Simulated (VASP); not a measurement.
# Mg (Pm-3m) in VASP: a series of runs

Runs on Mg. Level: PBE. Tasks: single point, relaxation of cell and atoms.

Everything below comes from runs of VASP 6.6.1. Logs are shortened: lines on timing, memory, paths and dates and some standing lists are left out, and cuts for length are marked.

## (1) The cell of the first run

It takes space group Pm-3m (No. 221, cubic). The conventional cell has a = 2.275 Å, b = 2.275 Å, c = 2.275 Å, α = 90.00°, β = 90.00°, γ = 90.00°. Within 3.0 Å of Mg (site symmetry m-3m) lie 6 Mg at 2.28 Å.

## (2) Single point, PBE

INCAR

```
SYSTEM = Mg
ALGO = Normal ; EDIFF = 1E-7
ENCUT = 520 ; GGA = PE
ISIF = 2 ; ISMEAR = -1
LASPH = .True. ; LCHARG = .False.
LREAL = .False. ; LWAVE = .False.
NBANDS = 7 ; NELM = 80
PREC = Accurate ; SIGMA = 0.1
```

KPOINTS

```
k-points
0
Gamma
  17 17 17
  0 0 0
```

POSCAR

```
Mg
1.0
    2.2751099727      0.0000000000      0.0000000000
    0.0000000000      2.2751099727      0.0000000000
    0.0000000000      0.0000000000      2.2751099727
Mg
1
Direct
    0.0000000000      0.0000000000      0.0000000000
```

Potentials or basis: VASP PAW PBE potentials, release 64 (Mg).

Command:

```
$ cat potpaw_PBE.64/Mg/POTCAR > POTCAR
$ mpirun -np 1 vasp_std > vasp.out
```

OUTCAR:

```text
SYSTEM = Mg
   EDIFF = 1E-7
   ENCUT = 520
   GGA = PE
   ISIF = 2
   ISMEAR = -1
   LASPH = .True.
   LREAL = .False.
   NELM = 80
   PREC = Accurate

 ion  position               nearest neighbor table
   1  0.000  0.000  0.000-

  LATTYP: Found a simple cubic cell.
 ALAT       =     2.2751099727

  Lattice vectors:

 A1 = (   2.2751099727,   0.0000000000,   0.0000000000)
 A2 = (   0.0000000000,   2.2751099727,   0.0000000000)
 A3 = (   0.0000000000,   0.0000000000,   2.2751099727)

Analysis of symmetry for initial positions (statically):
=====================================================================
 Subroutine PRICEL returns:
 Original cell was already a primitive cell.

 Routine SETGRP: Setting up the symmetry group for a
 simple cubic supercell.

 Subroutine GETGRP returns: Found 48 space group operations
 (whereof 48 operations were pure point group operations)
 out of a pool of 48 trial point group operations.

The static configuration has the point symmetry O_h .

Analysis of symmetry for dynamics (positions and initial velocities):
=====================================================================
 Subroutine PRICEL returns:
 Original cell was already a primitive cell.

 Routine SETGRP: Setting up the symmetry group for a
 simple cubic supercell.

 Subroutine GETGRP returns: Found 48 space group operations
 (whereof 48 operations were pure point group operations)
 out of a pool of 48 trial point group operations.

The dynamic configuration has the point symmetry O_h .

 Subroutine INISYM returns: Found 48 space group operations
 (whereof 48 operations are pure point group operations),
 and found     1 'primitive' translations

----------------------------------------------------------------------------------------

                                     Primitive cell

  volume of cell :      11.7763

  direct lattice vectors                    reciprocal lattice vectors
     2.275109973  0.000000000  0.000000000     0.439539192  0.000000000  0.000000000
     0.000000000  2.275109973  0.000000000     0.000000000  0.439539192  0.000000000
     0.000000000  0.000000000  2.275109973     0.000000000  0.000000000  0.439539192

  length of vectors
     2.275109973  2.275109973  2.275109973     0.439539192  0.439539192  0.439539192

  position of ions in fractional coordinates (direct lattice)
     0.000000000  0.000000000  0.000000000

  ion indices of the primitive-cell ions
   primitive index   ion index
                 1           1

----------------------------------------------------------------------------------------

 KPOINTS: k-points

Automatic generation of k-mesh.
 Grid dimensions read from file:
 generate k-points for:   17   17   17

 Generating k-lattice:

  Cartesian coordinates                     Fractional coordinates (reciprocal lattice)
     0.025855247  0.000000000  0.000000000     0.058823529  0.000000000  0.000000000
     0.000000000  0.025855247  0.000000000     0.000000000  0.058823529  0.000000000
     0.000000000  0.000000000  0.025855247     0.000000000  0.000000000  0.058823529

  Length of vectors
     0.025855247  0.025855247  0.025855247

  Shift w.r.t. Gamma in fractional coordinates (k-lattice)
     0.000000000  0.000000000  0.000000000

 Subroutine IBZKPT returns following result:
 ===========================================

 Found    165 irreducible k-points:

 Following reciprocal coordinates:
            Coordinates               Weight
  0.000000  0.000000  0.000000      1.000000
  0.058824  0.000000  0.000000      6.000000
  0.117647  0.000000  0.000000      6.000000
  0.176471  0.000000  0.000000      6.000000
  0.235294  0.000000  0.000000      6.000000
  0.294118  0.000000  0.000000      6.000000
[... 16 lines left out ...]
  0.411765  0.117647  0.000000     24.000000
  0.470588  0.117647  0.000000     24.000000
 [... further k-points ...]
   k-points           NKPTS =    165   k-points in BZ     NKDIM =    165   number of bands    NBANDS=      7
   number of dos      NEDOS =    301   number of ions     NIONS =      1
   total plane-waves  NPLWV =   5832
   dimension x,y,z NGX =    18 NGY =   18 NGZ =   18
   dimension x,y,z NGXF=    36 NGYF=   36 NGZF=   36
   ions per type =               1
   NGX,Y,Z   is equivalent  to a cutoff of  13.15, 13.15, 13.15 a.u.
   NGXF,Y,Z  is equivalent  to a cutoff of  26.31, 26.31, 26.31 a.u.
 SYSTEM =  Mg
   PREC   = accura    normal or accurate (medium, high low for compatibility)
   ISTART =      0    job   : 0-new  1-cont  2-samecut
   ICHARG =      2    charge: 1-file 2-atom 10-const
   ISPIN  =      1    spin polarized calculation?
   LNONCOLLINEAR =      F non collinear calculations
   LSORBIT =      F    spin-orbit coupling
   LASPH  =      T    aspherical Exc in radial PAW
   ENCUT  =  520.0 eV  38.22 Ry    6.18 a.u.   4.23  4.23  4.23*2*pi/ulx,y,z
   NELM   =     80;   NELMIN=  2; NELMDL= -5     # of ELM steps
   EDIFF  = 0.1E-06   stopping-criterion for ELM
   LREAL  =      F    real-space projection
   EDIFFG = 0.1E-05   stopping-criterion for IOM
   NSW    =      0    number of steps for IOM
   IBRION =     -1    ionic relax: 0-MD 1-quasi-New 2-CG
   NFREE  =      0    steps in history (QN), initial steepest desc. (CG)
   ISIF   =      2    stress and relaxation
   ISYM   =      2    0-nonsym 1-usesym 2-fastsym
   POTIM  = 0.5000    time-step for ionic-motion
   TEBEG  =    0.0;   TEEND  =   0.0 temperature during run
   PSTRESS=    0.0 pullay stress
   NELECT =       2.0000    total number of electrons
   NUPDOWN=      -1.0000    fix difference up-down
   EMIN   =  10.00;   EMAX   =-10.00  energy-range for DOS
   EFERMI =   0.00;   METHOD = LEGACY
   ISMEAR =    -1;   SIGMA  =   0.10  broadening in eV -4-tet -1-fermi 0-gaus
   EFERMI_NEDOS =   21; number of points for ismear=-14 and -15
   IALGO  =     38    algorithm
   IMIX   =      4    mixing-type and parameters
     AMIX     =   0.40;   BMIX     =  1.00
     AMIX_MAG =   1.60;   BMIX_MAG =  1.00
  volume/ion in A,a.u.               =      11.78        79.47
  Fermi-wavevector in a.u.,A,eV,Ry     =   0.906600  1.713226 11.182952  0.821924
  Thomas-Fermi vector in A             =   2.030307
   LORBIT       =      0    0 simple, 1 ext, 2 COOP (PROOUT), +10 PAW based schemes
   GGA     = PE    functional components
   LHFCALC =     F    Hartree Fock is set to
   AEXX    =    0.0000 exact exchange contribution
   IVDW    =     0    specifies the selected vdW correction
   LEPSILON=     F    determine dielectric tensor
   LRPA    =     F    only Hartree local field effects (RPA)
 non-spin polarized calculation
  energy-cutoff  :      520.00
  volume of cell :       11.78
 maximum number of plane-waves:       326
 NGX is ok and might be reduce to    18
   NGX =  9   NGY =  9   NGZ =  9

 number of electron       2.0000000 magnetization

 Free energy of the ion-electron system (eV)
  ---------------------------------------------------
  ext. energy  EPLUGINS =         0.00000000
  ---------------------------------------------------
  free energy    TOTEN  =         1.25894757 eV

  energy without entropy =        1.26886556  energy(sigma->0) =        1.26390657

 E-fermi :   7.5877     XC(G=0): -10.8434

 val. band max:        7.5671247665   @ k =   0.4118   0.1176   0.1176
 cond. band min:       7.6570437140   @ k =   0.4118   0.1765   0.0000
 fundamental gap:      0.0899189476
 Fermi energy:         7.5876803625

 k-point     1 :       0.0000    0.0000    0.0000
  band No.  band energies     occupation
      1      -2.8584      2.00000
      2      18.8175      0.00000
      3      18.8175      0.00000
      4      24.8899      0.00000
      5      24.8899      0.00000
      6      24.8899      0.00000
      7      33.8760      0.00000

 k-point     2 :       0.0588    0.0000    0.0000
  band No.  band energies     occupation
      1      -2.7562      2.00000
      2      18.1150      0.00000
      3      18.9078      0.00000
      4      24.9421      0.00000
      5      24.9421      0.00000
      6      25.3935      0.00000
      7      34.2952      0.00000

 k-point     3 :       0.1176    0.0000    0.0000
  band No.  band energies     occupation
      1      -2.4511      2.00000
      2      16.5046      0.00000
      3      19.1779      0.00000
      4      25.0979      0.00000
      5      25.0979      0.00000
      6      26.4475      0.00000
      7      35.5009      0.00000

 k-point     4 :       0.1765    0.0000    0.0000
  band No.  band energies     occupation
      1      -1.9466      2.00000
      2      14.5614      0.00000
      3      19.6221      0.00000
      4      25.3534      0.00000
      5      25.3534      0.00000
      6      27.5935      0.00000
      7      37.3358      0.00000

 k-point     5 :       0.2353    0.0000    0.0000
  band No.  band energies     occupation
      1      -1.2491      2.00000
      2      12.5355      0.00000
      3      20.2289      0.00000
      4      25.7012      0.00000
      5      25.7012      0.00000
      6      28.7279      0.00000
      7      37.1933      0.00000
[... 161 lines left out ...]
 k-point    22 :       0.3529    0.1176    0.0000
  band No.  band energies     occupation
      1       1.0615      2.00000
      2       8.9704      0.00000
      3      19.8279      0.00000
      4      25.0608      0.00000
      5      26.8920      0.00000
      6      30.8211      0.00000
      7      33.6519      0.00000

 k-point    23 :       0.4118    0.1176    0.0000
  band No.  band energies     occupation
      1       2.2446      2.00000
      2       7.2056      1.95711
      3      20.8451      0.00000
      4      24.3342      0.00000
      5      27.3665      0.00000
      6      30.8884      0.00000
      7      33.2426      0.00000

 k-point    24 :       0.4706    0.1176    0.0000
  band No.  band energies     occupation
      1       3.4247      2.00000
      2       5.7315      2.00000
      3      21.9207      0.00000
      4      23.3059      0.00000
      5      27.6843      0.00000
      6      31.4621      0.00000
      7      32.6520      0.00000

 [... further k-points ...]
[... 5 lines left out ...]
  --------------------------------------------------------------------------------------
  -------------------------------------------------------------------------------------
  Total        6.9781317      6.9781317      6.9781317      0.0000000     -0.0000000      0.0000000
  in kB      949.3854265    949.3854265    949.3854265      0.0000000     -0.0000000      0.0000000
  external PRESSURE =     949.3854265 kB  Pullay stress =       0.0000000 kB

 VOLUME and BASIS-vectors are now :
 -----------------------------------------------------------------------------
  energy-cutoff  :      520.00
  volume of cell :       11.78
      direct lattice vectors                 reciprocal lattice vectors
     2.275109973  0.000000000  0.000000000     0.439539192  0.000000000  0.000000000
     0.000000000  2.275109973  0.000000000     0.000000000  0.439539192  0.000000000
     0.000000000  0.000000000  2.275109973     0.000000000  0.000000000  0.439539192

 POSITION                                       TOTAL-FORCE (eV/Angst)
 -----------------------------------------------------------------------------------
      0.00000      0.00000      0.00000         0.000000      0.000000      0.000000
 -----------------------------------------------------------------------------------
    total drift:                               -0.000000      0.000000      0.000000

  FREE ENERGIE OF THE ION-ELECTRON SYSTEM (eV)
  ---------------------------------------------------
  free  energy   TOTEN  =         1.2589475744 eV

  energy  without entropy=        1.2688655566  energy(sigma->0) =        1.26390657
```

It took 5.5 s on 1 thread of Intel Xeon 6975P-C (Granite Rapids), shared host; peak memory 0.12 GiB.

What came out:

```
Free energy            : 1.2589 eV
Pressure               : 94.9 GPa
Band gap on the k mesh : zero (band 1 reaches 13.41 eV, above the bottom of band 2 at 5.34 eV)
```

## (3) Relaxation of cell and atoms, PBE, target pressure 94 GPa, at which the enthalpy is minimised

This run uses another cell than the first one, of 11.72 Å³/atom, 0.995 times its volume.

INCAR

```
ALGO = Normal
EDIFF = 1E-6
EDIFFG = -0.005
ENCUT = 600
GGA = PE
IBRION = 2
ISIF = 3
ISMEAR = -1
LASPH = True
LCHARG = False
LREAL = False
LWAVE = False
NELM = 80
NSW = 60
PREC = Accurate
PSTRESS = 940.0
SIGMA = 0.1
```

KPOINTS

```
k-points
0
Gamma
  17 17 17
```

POSCAR

```
Mg
1.0
    2.2713837638      0.0000000000      0.0000000000
    0.0000000000      2.2713837638      0.0000000000
    0.0000000000      0.0000000000      2.2713837638
Mg
1
Direct
    0.0000000000      0.0000000000      0.0000000000
```

Potentials or basis: VASP PAW PBE potentials, release 64 (Mg).

Command:

```
$ cat potpaw_PBE.64/Mg/POTCAR > POTCAR
$ mpirun -np 1 vasp_std > vasp.out
```

Wall time 8.3 s (1 thread of Intel Xeon 6975P-C (Granite Rapids), shared host); peak memory 0.13 GiB.

It converged, with:

```
Free energy                                            : 1.2352 eV
Relaxed volume                                         : 11.82 Å³/atom
Relaxed cell                                           : a = 2.278 Å, b = 2.278 Å, c = 2.278 Å, α = 90.00°, β = 90.00°, γ = 90.00°
Space group after relaxing (to 0.05 Å)                 : Pm-3m (No. 221)
Energy change on relaxing (the enthalpy is what falls) : -58.0 meV/atom
Ionic steps                                            : 3
Pressure after relaxing                                : 94.0 GPa
Band gap on the k mesh                                 : zero (band 1 reaches 13.38 eV, above the bottom of band 2 at 5.31 eV)
```

Step by step:
```csv
step,energy change (eV),largest force (eV/Å),pressure (GPa),volume (Å³)
1,0.0000,0.0000,96.32,11.72
2,-0.1682,0.0000,89.63,12.01
3,-0.0580,0.0000,94.00,11.82
```

Final structure:
```xyz
1
Lattice="2.2777 0.0000 0.0000 0.0000 2.2777 0.0000 0.0000 0.0000 2.2777" Properties=species:S:1:pos:R:3 pbc="T T T"
Mg    0.0000    0.0000    0.0000
```

Levels at points of the mesh, in eV from the Fermi level:
| k point | band 1 | band 2 | band 3 | band 4 | band 5 |
| --- | --- | --- | --- | --- | --- |
| (0.00, 0.00, 0.00) | -10.43 | 11.22 | 11.22 | 17.26 | 17.26 |

Caveat: the cell is relaxed towards a set pressure, so the enthalpy falls and the energy may rise.
